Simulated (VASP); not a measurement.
# BN (P1) in VASP: a series of runs

Runs on BN. Level: PBE. Tasks: single point.

All numbers are computed with VASP 6.6.1; they aren't measurements. Logs are shortened: lines on timing, memory, paths and dates and some standing lists are left out, and cuts for length are marked.

**1. The cell of the first run**

The typed cell holds 4 atoms: a = 2.512 Å, b = 2.461 Å, c = 4.292 Å, α = 73.34°, β = 75.12°, γ = 60.68°.

**2. Single point, PBE**

Contents of INCAR:

```
SYSTEM = BN
PREC = Accurate
ENCUT = 520
EDIFF = 1E-7
ISMEAR = 0
SIGMA = 0.05
LREAL = .FALSE.
LASPH = .TRUE.
NELM = 60
ALGO = Normal
ISIF = 2
LWAVE = .FALSE.
LCHARG = .FALSE.
GGA = PE
NBANDS = 16
```

Contents of KPOINTS:

```
regular mesh
0
G
  6 6 6
  0 0 0
```

Contents of POSCAR:

```
BN
1.0
    0.0000000000     -1.8123937734     -1.7398980225
   -1.7398980225      0.0000000000     -1.7398980225
    1.7398980225      1.8123937734     -3.4797960449
B N
2 2
Direct
   -0.0079968350      0.0356553883      0.0000000000
    0.5079968350      0.4643446117      0.5000000000
    0.3668163164      0.4114884879      0.8750000000
    0.8831836836      0.8385115121      0.3750000000
```

Potentials or basis: VASP PAW PBE potentials, release 64 (B, N).

Launch:

```console
> cat potpaw_PBE.64/B/POTCAR potpaw_PBE.64/N/POTCAR > POTCAR
> mpirun -np 1 vasp_std > vasp.out
```

OUTCAR:

```text
SYSTEM = BN
   PREC = Accurate
   ENCUT = 520
   EDIFF = 1E-7
   ISMEAR = 0
   LREAL = .FALSE.
   LASPH = .TRUE.
   NELM = 60
   ISIF = 2
   GGA = PE

 ion  position               nearest neighbor table
   1  0.992  0.036  0.000-   3 1.53   3 1.53   3 1.53   4 1.54
   2  0.508  0.464  0.500-   4 1.53   4 1.53   4 1.53   3 1.54
   3  0.367  0.411  0.875-   1 1.53   1 1.53   1 1.53   2 1.54
   4  0.883  0.839  0.375-   2 1.53   2 1.53   2 1.53   1 1.54

  LATTYP: Found a base centered monoclinic cell.
 ALAT       =     4.3810472512
 B/A-ratio  =     0.5616436526
 C/A-ratio  =     1.0000000000
 COS(beta)  =    -0.3691128149

  Lattice vectors:

 A1 = (   1.7398980225,  -1.8123937734,   0.0000000000)
 A2 = (   0.0000000000,  -1.8123937734,  -1.7398980225)
 A3 = (   1.7398980225,   3.6247875468,  -1.7398980224)

Analysis of symmetry for initial positions (statically):
=====================================================================
 Subroutine PRICEL returns:
 Original cell was already a primitive cell.

 Routine SETGRP: Setting up the symmetry group for a
 base centered monoclinic supercell.

 Subroutine GETGRP returns: Found  1 space group operations
 (whereof  1 operations were pure point group operations)
 out of a pool of  4 trial point group operations.

The static configuration has the point symmetry C_1 .

Analysis of symmetry for dynamics (positions and initial velocities):
=====================================================================
 Subroutine PRICEL returns:
 Original cell was already a primitive cell.

 Routine SETGRP: Setting up the symmetry group for a
 base centered monoclinic supercell.

 Subroutine GETGRP returns: Found  1 space group operations
 (whereof  1 operations were pure point group operations)
 out of a pool of  4 trial point group operations.

The dynamic configuration has the point symmetry C_1 .

 Subroutine INISYM returns: Found  1 space group operations
 (whereof  1 operations are pure point group operations),
 and found     1 'primitive' translations

----------------------------------------------------------------------------------------

                                     Primitive cell

  volume of cell :      21.9462

  direct lattice vectors                    reciprocal lattice vectors
     0.000000000 -1.812393773 -1.739898023     0.143686582 -0.413817356 -0.143686582
    -1.739898023  0.000000000 -1.739898023    -0.431059746  0.137939119 -0.143686582
     1.739898023  1.812393773 -3.479796045     0.143686582  0.137939119 -0.143686582

  length of vectors
[... 91 lines left out ...]
   NFREE  =      0    steps in history (QN), initial steepest desc. (CG)
   ISIF   =      2    stress and relaxation
   ISYM   =      2    0-nonsym 1-usesym 2-fastsym
   POTIM  = 0.5000    time-step for ionic-motion
   TEBEG  =    0.0;   TEEND  =   0.0 temperature during run
   PSTRESS=    0.0 pullay stress
   NELECT =      16.0000    total number of electrons
   NUPDOWN=      -1.0000    fix difference up-down
   EMIN   =  10.00;   EMAX   =-10.00  energy-range for DOS
   EFERMI =   0.00;   METHOD = LEGACY
   ISMEAR =     0;   SIGMA  =   0.05  broadening in eV -4-tet -1-fermi 0-gaus
   EFERMI_NEDOS =   21; number of points for ismear=-14 and -15
   IALGO  =     38    algorithm
   IMIX   =      4    mixing-type and parameters
     AMIX     =   0.40;   BMIX     =  1.00
     AMIX_MAG =   1.60;   BMIX_MAG =  1.00
  volume/ion in A,a.u.               =       5.49        37.03
  Fermi-wavevector in a.u.,A,eV,Ry     =   1.473425  2.784370 29.538003  2.170982
  Thomas-Fermi vector in A             =   2.588320
   LORBIT       =      0    0 simple, 1 ext, 2 COOP (PROOUT), +10 PAW based schemes
   GGA     = PE    functional components
   LHFCALC =     F    Hartree Fock is set to
   AEXX    =    0.0000 exact exchange contribution
   IVDW    =     0    specifies the selected vdW correction
   LEPSILON=     F    determine dielectric tensor
   LRPA    =     F    only Hartree local field effects (RPA)
 non-spin polarized calculation
 Gauss-broadening in eV      SIGMA  =   0.05
  energy-cutoff  :      520.00
  volume of cell :       21.95
 maximum number of plane-waves:       604
   NGX =  9   NGY =  9   NGZ = 15

 number of electron      16.0000001 magnetization

 Free energy of the ion-electron system (eV)
  ---------------------------------------------------
  ext. energy  EPLUGINS =         0.00000000
  ---------------------------------------------------
  free energy    TOTEN  =       -34.50890620 eV

  energy without entropy =      -34.50890620  energy(sigma->0) =      -34.50890620

 E-fermi :   8.8220     XC(G=0): -13.1989

 val. band max:        8.5204674984   @ k =   0.0000   0.0000   0.0000
 cond. band min:      12.6083375157   @ k =   0.0000   0.5000   0.5000
 fundamental gap:      4.0878700173
 Fermi energy:         8.8220283037

 k-point     1 :       0.0000    0.0000    0.0000
  band No.  band energies     occupation
      1     -12.7445      2.00000
      2      -8.1490      2.00000
      3      -3.0181      2.00000
      4       5.9493      2.00000
      5       6.6649      2.00000
      6       8.0767      2.00000
[... 433 lines left out ...]
      3      -1.5720      2.00000
      4      -0.2832      2.00000
      5       1.4465      2.00000
      6       2.8160      2.00000
[... 8 lines left out ...]
     15      25.8808      0.00000
     16      26.4478      0.00000

 [... further k-points ...]

------------------------ aborting loop because EDIFF is reached ----------------------------------------

  FORCE on cell =-STRESS in cart. coord.  units (eV):
  Direction    XX          YY          ZZ          XY          YZ          ZX
  --------------------------------------------------------------------------------------
  -------------------------------------------------------------------------------------
  Total        5.9235976      2.4777104      6.1019390      0.0268268     -0.0032069     -0.0399828
  in kB      432.4500874    180.8843455    445.4698361      1.9584782     -0.2341180     -2.9189283
  external PRESSURE =     352.9347563 kB  Pullay stress =       0.0000000 kB

 VOLUME and BASIS-vectors are now :
 -----------------------------------------------------------------------------
  energy-cutoff  :      520.00
  volume of cell :       21.95
      direct lattice vectors                 reciprocal lattice vectors
     0.000000000 -1.812393773 -1.739898023     0.143686582 -0.413817356 -0.143686582
    -1.739898023  0.000000000 -1.739898023    -0.431059746  0.137939119 -0.143686582
     1.739898023  1.812393773 -3.479796045     0.143686582  0.137939119 -0.143686582

 POSITION                                       TOTAL-FORCE (eV/Angst)
 -----------------------------------------------------------------------------------
     -0.06204     -1.79790     -1.78802         0.575478     -0.120057      0.425997
      0.06204     -0.01449     -3.43167        -0.552167      0.165043     -0.464189
      0.80646      0.92103     -4.39899         0.745946     -0.222100      0.587413
     -0.80646     -0.92103     -4.30050        -0.769257      0.177115     -0.549221
 -----------------------------------------------------------------------------------
    total drift:                               -0.000056     -0.000024      0.000051

  FREE ENERGIE OF THE ION-ELECTRON SYSTEM (eV)
  ---------------------------------------------------
  free  energy   TOTEN  =       -34.5089061993 eV

  energy  without entropy=      -34.5089061993  energy(sigma->0) =      -34.50890620
```

stdout:

```text
POSCAR found type information on POSCAR B N
 POSCAR found :  2 types and       4 ions
 scaLAPACK will be used
 LDA part: xc-table for (Slater+PW92), standard interpolation
 POSCAR, INCAR and KPOINTS ok, starting setup
 FFT: planning ... GRIDC
 FFT: planning ... GRID_SOFT
 FFT: planning ... GRID
 WAVECAR not read
 entering main loop
```

Run time: 13 s. Hardware: 1 thread of Intel Xeon 6975P-C (Granite Rapids), shared host; peak memory 0.15 GiB.

What came out:

```yaml
Free_energy: -34.5089 eV
Pressure: 35.3 GPa
Largest_force: 0.975 eV/Å
Band_gap_on_the_k_mesh: 4.09 eV, indirect (least direct gap 5.97 eV)
```

Forces on the atoms (eV/Å):
```
B    0.575 -0.120  0.426
B   -0.552  0.165 -0.464
N    0.746 -0.222  0.587
N   -0.769  0.177 -0.549
```

Stress tensor (GPa, compression positive):
```
43.25  0.20 -0.29
 0.20 18.09 -0.02
-0.29 -0.02 44.55
```

Caveat: the k points lie up to 0.50 Å⁻¹ apart. A k mesh can miss the band edges.

**3. Single point, PBE**

This run uses another cell than the first one, of 5.64 Å³/atom, 1.028 times its volume.

Contents of INCAR:

```
SYSTEM = BN
  PREC = Accurate
  ENCUT = 520
  EDIFF = 1E-6
  ISMEAR = 0
  SIGMA = 0.05
  LREAL = .FALSE.
  LASPH = .TRUE.
  NELM = 80
  ALGO = Normal
  ISIF = 2
  LWAVE = .FALSE.
  LCHARG = .TRUE.
  GGA = PE
  LELF = .TRUE.
  LVHAR = .TRUE.
  NBANDS = 16
```

Contents of KPOINTS:

```
Automatic mesh
0
G
  6 6 6
  0 0 0
```

Contents of POSCAR:

```
BN
1.0
    0.0000000000     -1.8123937734     -1.7640028597
   -1.7640028597      0.0000000000     -1.7640028597
    1.7640028597      1.8123937734     -3.5280057193
B N
2 2
Direct
   -0.0079968350      0.0356553883      0.0000000000
    0.5079968350      0.4643446117      0.5000000000
    0.3668163164      0.4114884879      0.8750000000
    0.8831836836      0.8385115121      0.3750000000
```

Potentials or basis: VASP PAW PBE potentials, release 64 (B, N).

Launch:

```console
> cat potpaw_PBE.64/B/POTCAR potpaw_PBE.64/N/POTCAR > POTCAR
> mpirun -np 1 vasp_std > vasp.out
```

Run time: 17 s. Hardware: 1 thread of Intel Xeon 6975P-C, shared host; peak memory 0.15 GiB.

It converged, with:

| Quantity | Value |
| --- | --- |
| Free energy | -34.6456 eV |
| Pressure | 22.3 GPa |
| Largest force | 0.997 eV/Å |
| Band gap on the k mesh | 4.19 eV, indirect (least direct gap 6.09 eV) |

Forces in eV/Å, atoms in the order of the input:
```
B    0.580 -0.121  0.437
B   -0.569  0.157 -0.463
N    0.767 -0.211  0.601
N   -0.778  0.175 -0.575
```

Stress tensor (GPa, compression positive):
```
26.81  0.28 -0.45
 0.28 11.91 -0.09
-0.45 -0.09 28.08
```

Levels at points of the mesh, in eV from the valence-band top:
| k point | band 6 | band 7 | band 8 | band 9 | band 10 | band 11 |
| --- | --- | --- | --- | --- | --- | --- |
| (0.00, 0.00, 0.00) | -0.29 | -0.11 | 0.00 | 8.68 | 8.83 | 9.09 |
| (0.50, 0.00, 0.00) | -5.61 | -3.66 | -3.65 | 7.83 | 7.91 | 13.02 |
| (0.00, 0.50, 0.00) | -4.94 | -4.08 | -4.04 | 7.17 | 7.55 | 12.11 |
| (0.50, 0.50, 0.50) | -5.07 | -4.04 | -4.00 | 7.23 | 7.53 | 12.14 |
| (0.50, 0.50, 0.00) | -5.33 | -2.39 | -1.90 | 4.22 | 9.06 | 10.08 |
| (0.00, 0.50, 0.50) | -5.32 | -2.37 | -1.90 | 4.19 | 8.92 | 10.14 |
| (0.00, 0.00, 0.50) | -1.51 | -1.08 | -1.03 | 9.40 | 9.50 | 9.99 |
| (0.50, 0.00, 0.50) | -4.92 | -2.27 | -2.06 | 4.74 | 9.88 | 10.09 |

Caveat: the k points lie up to 0.49 Å⁻¹ apart.

**4. Single point, PBE**

This run uses another cell than the first one, of 5.64 Å³/atom, 1.028 times its volume.

Contents of INCAR:

```
PREC = Accurate ; ENCUT = 520
EDIFF = 1E-6 ; ISMEAR = 0
SIGMA = 0.05 ; LREAL = False
LASPH = True ; NELM = 60
ALGO = Normal ; ISIF = 2
LWAVE = False ; LCHARG = False
GGA = PE ; NBANDS = 16
```

Contents of KPOINTS:

```
regular mesh
0
Gamma
  6 6 6
```

Contents of POSCAR:

```
BN
1.0
    0.0000000000     -1.8123937734     -1.7640028597
   -1.7640028597      0.0000000000     -1.7640028597
    1.7640028597      1.8123937734     -3.5280057193
B N
2 2
Direct
   -0.0063974680      0.0285243107      0.0000000000
    0.5063974680      0.4714756893      0.5000000000
    0.3684530531      0.4041907904      0.8750000000
    0.8815469469      0.8458092096      0.3750000000
```

Launch:

```console
> cat potpaw_PBE.64/B/POTCAR potpaw_PBE.64/N/POTCAR > POTCAR
> mpirun -np 1 vasp_std > vasp.out
```

It took 18 s on 1 thread of Intel Xeon 6975P-C, shared host; peak memory 0.15 GiB.

It converged, with:

```yaml
Free_energy: -34.6968 eV
Pressure: 22.4 GPa
Largest_force: 0.794 eV/Å
Band_gap_on_the_k_mesh: 4.21 eV
```

Forces on the atoms (eV/Å):
```
B    0.464 -0.100  0.353
B   -0.458  0.123 -0.369
N    0.613 -0.165  0.476
N   -0.620  0.142 -0.461
```

Stress tensor (GPa, compression positive):
```
27.45  0.16 -0.27
 0.16 11.42 -0.03
-0.27 -0.03 28.27
```

Levels at points of the mesh, in eV from the valence-band top:
```tsv
k point	band 4	band 5	band 6	band 7	band 8	band 9	band 10	band 11	band 12	band 13
(0.00, 0.00, 0.00)	-2.34	-1.88	-0.28	-0.07	0.00	8.75	8.85	9.09	10.21	10.65
(0.50, 0.00, 0.00)	-9.12	-5.73	-5.62	-3.66	-3.65	7.86	7.93	13.23	13.55	14.63
(0.00, 0.50, 0.00)	-9.15	-5.54	-5.03	-4.07	-4.03	7.25	7.55	12.35	13.67	14.43
(0.50, 0.50, 0.50)	-9.15	-5.52	-5.12	-4.04	-4.01	7.29	7.54	12.39	13.65	14.19
(0.50, 0.50, 0.00)	-9.20	-5.36	-5.33	-2.37	-1.90	4.23	9.10	10.12	10.97	11.19
(0.00, 0.50, 0.50)	-9.20	-5.36	-5.33	-2.35	-1.90	4.21	9.01	10.16	11.02	11.17
(0.00, 0.00, 0.50)	-5.74	-1.52	-1.48	-1.09	-1.05	9.55	9.63	10.10	10.30	11.15
(0.50, 0.00, 0.50)	-9.60	-4.99	-4.94	-2.29	-2.00	4.74	9.87	10.12	10.99	11.08
```

Caveat: the k points lie up to 0.49 Å⁻¹ apart.

**5. Single point, PBE**

This run uses another cell than the first one, of 5.80 Å³/atom, 1.056 times its volume.

Contents of INCAR:

```
ALGO = Normal
EDIFF = 1E-6
ENCUT = 520
GGA = PE
ISIF = 2
ISMEAR = 0
LASPH = True
LCHARG = True
LELF = True
LREAL = False
LVHAR = True
LWAVE = False
NBANDS = 16
NELM = 80
PREC = Accurate
SIGMA = 0.05
```

Contents of KPOINTS:

```
k-points
0
Gamma
  6 6 6
```

Contents of POSCAR:

```
BN
1.0
    0.0000000000     -1.8123937734     -1.7882889362
   -1.7882889362      0.0000000000     -1.7882889362
    1.7882889362      1.8123937734     -3.5765778724
B N
2 2
Direct
   -0.0079968350      0.0356553883      0.0000000000
    0.5079968350      0.4643446117      0.5000000000
    0.3668163164      0.4114884879      0.8750000000
    0.8831836836      0.8385115121      0.3750000000
```

Launch:

```console
> cat potpaw_PBE.64/B/POTCAR potpaw_PBE.64/N/POTCAR > POTCAR
> mpirun -np 1 vasp_std > vasp.out
```

It took 22 s on 1 thread of Intel Xeon 6975P-C, shared host; peak memory 0.16 GiB.

The run converged. Its results:

```
Free energy            : -34.7241 eV
Pressure               : 10.5 GPa
Largest force          : 1.016 eV/Å
Band gap on the k mesh : 4.27 eV, indirect (least direct gap 6.20 eV)
```

Forces on the atoms (eV/Å):
```
B    0.583 -0.122  0.448
B   -0.584  0.150 -0.462
N    0.786 -0.201  0.612
N   -0.785  0.172 -0.599
```

Stress tensor (GPa, compression positive):
```
11.92  0.36 -0.60
 0.36  6.37 -0.15
-0.60 -0.15 13.14
```

Levels at points of the mesh, in eV from the valence-band top:
| k point | band 4 | band 5 | band 6 | band 7 | band 8 | band 9 | band 10 | band 11 | band 12 | band 13 |
| --- | --- | --- | --- | --- | --- | --- | --- | --- | --- | --- |
| (0.00, 0.00, 0.00) | -2.14 | -1.91 | -0.17 | -0.13 | 0.00 | 8.60 | 8.76 | 8.92 | 10.20 | 10.31 |
| (0.50, 0.00, 0.00) | -8.92 | -5.49 | -5.36 | -3.64 | -3.63 | 7.61 | 7.68 | 12.66 | 13.06 | 14.28 |
| (0.00, 0.50, 0.00) | -8.91 | -5.46 | -4.86 | -3.88 | -3.84 | 7.19 | 7.55 | 12.02 | 13.54 | 14.21 |
| (0.50, 0.50, 0.50) | -8.91 | -5.44 | -4.99 | -3.84 | -3.81 | 7.26 | 7.53 | 12.07 | 13.52 | 13.89 |
| (0.50, 0.50, 0.00) | -9.07 | -5.12 | -5.10 | -2.20 | -1.91 | 4.30 | 9.05 | 10.06 | 10.73 | 10.87 |
| (0.00, 0.50, 0.50) | -9.07 | -5.13 | -5.09 | -2.17 | -1.92 | 4.27 | 8.91 | 10.12 | 10.81 | 10.83 |
| (0.00, 0.00, 0.50) | -5.60 | -1.42 | -1.39 | -1.06 | -1.03 | 9.20 | 9.32 | 9.93 | 10.27 | 11.02 |
| (0.50, 0.00, 0.50) | -9.26 | -4.96 | -4.88 | -2.08 | -2.06 | 4.56 | 9.56 | 10.05 | 10.68 | 10.78 |

Caveat: the k points lie up to 0.48 Å⁻¹ apart; forces of over 1 eV/Å act on the atoms, so gaps and moduli don't describe the material at rest.

**6. Single point, PBE**

This run uses another cell than the first one, of 5.80 Å³/atom, 1.056 times its volume.

Contents of INCAR:

```
SYSTEM = BN
PREC     = Accurate       ! precision mode
ENCUT    = 520            ! plane-wave cutoff, eV
EDIFF    = 1E-7           ! SCF threshold, eV
ISMEAR   = 0              ! smearing method
SIGMA    = 0.05           ! smearing width, eV
LREAL    = .FALSE.        ! projectors in reciprocal space
LASPH    = .TRUE.         ! aspherical terms in the spheres
NELM     = 80             ! most SCF steps
ALGO     = Normal         ! electronic algorithm
ISIF     = 2              ! what is computed and relaxed
LWAVE    = .FALSE.        ! write WAVECAR
LCHARG   = .TRUE.         ! write CHGCAR
GGA      = PE             ! functional
LELF     = .TRUE.         ! ELF
LVHAR    = .TRUE.       
NBANDS   = 16             ! bands
```

Contents of KPOINTS:

```
Automatic mesh
0
G
  6 6 6
  0 0 0
```

Contents of POSCAR:

```
BN
1.0
    0.0000000000     -1.8123937734     -1.7882889362
   -1.7882889362      0.0000000000     -1.7882889362
    1.7882889362      1.8123937734     -3.5765778724
B N
2 2
Direct
   -0.0063974680      0.0285243107      0.0000000000
    0.5063974680      0.4714756893      0.5000000000
    0.3684530531      0.4041907904      0.8750000000
    0.8815469469      0.8458092096      0.3750000000
```

Potentials or basis: VASP PAW PBE potentials, release 64 (B, N).

Launch:

```console
> cat potpaw_PBE.64/B/POTCAR potpaw_PBE.64/N/POTCAR > POTCAR
> mpirun -np 1 vasp_std > vasp.out
```

It took 26 s on 1 thread of Intel Xeon 6975P-C, shared host; peak memory 0.16 GiB.

It converged, with:

| Property | Result |
| --- | --- |
| Free energy | -34.7767 eV |
| Pressure | 10.6 GPa |
| Largest force | 0.810 eV/Å |
| Band gap on the k mesh | 4.31 eV |

Forces on the atoms (eV/Å):
```
B    0.468 -0.100  0.361
B   -0.469  0.118 -0.369
N    0.628 -0.157  0.487
N   -0.627  0.140 -0.479
```

Stress tensor (GPa, compression positive):
```
12.52  0.21 -0.36
 0.21  5.90 -0.07
-0.36 -0.07 13.30
```

Levels at points of the mesh, in eV from the valence-band top:
```csv
k point,band 4,band 5,band 6,band 7,band 8,band 9,band 10,band 11,band 12,band 13
"(0.00, 0.00, 0.00)",-2.13,-1.90,-0.15,-0.08,0.00,8.68,8.79,8.93,10.27,10.34
"(0.50, 0.00, 0.00)",-8.90,-5.46,-5.35,-3.64,-3.63,7.65,7.71,12.87,13.19,14.36
"(0.00, 0.50, 0.00)",-8.89,-5.42,-4.94,-3.86,-3.83,7.28,7.56,12.26,13.60,14.22
"(0.50, 0.50, 0.50)",-8.90,-5.40,-5.03,-3.84,-3.81,7.32,7.54,12.32,13.52,14.04
"(0.50, 0.50, 0.00)",-9.04,-5.11,-5.09,-2.16,-1.91,4.32,9.10,10.12,10.77,10.86
"(0.00, 0.50, 0.50)",-9.05,-5.12,-5.09,-2.14,-1.92,4.31,9.01,10.16,10.82,10.84
"(0.00, 0.00, 0.50)",-5.59,-1.38,-1.35,-1.07,-1.04,9.38,9.45,10.02,10.26,10.91
"(0.50, 0.00, 0.50)",-9.24,-4.94,-4.89,-2.08,-2.02,4.58,9.55,10.12,10.73,10.80
```

Caveat: the k points lie up to 0.48 Å⁻¹ apart. A k mesh can miss the band edges.

**7. Overview**

| cell | gap on the mesh (eV) | pressure (GPa) | largest force (eV/Å) |
| --- | --- | --- | --- |
| a = 2.512, b = 2.461, c = 4.292 Å, angles 73.3, 75.1, 60.7°, 4 atoms | 4.09 | 35.3 | 0.98 |
| a = 2.529, b = 2.495, c = 4.341 Å, angles 73.3, 74.5, 60.4°, 4 atoms | 4.21 | 22.4 | 0.79 |
| a = 2.546, b = 2.529, c = 4.390 Å, angles 73.3, 73.8, 60.2°, 4 atoms | 4.31 | 10.6 | 0.81 |

Some of these runs hold the atoms at other places in the same cell, which the table doesn't show; runs alike in all that it shows share one row.

Alike in all rows: task single point; level PBE; potentials or basis VASP PAW PBE potentials, release 64 (B, N); no spin polarisation; k mesh 6 × 6 × 6; cutoff (eV) 520; smearing gaussian 0.05 eV.

Caveats: all runs use coarse meshes.

Absolute energies hang on the potentials; compare differences alone.
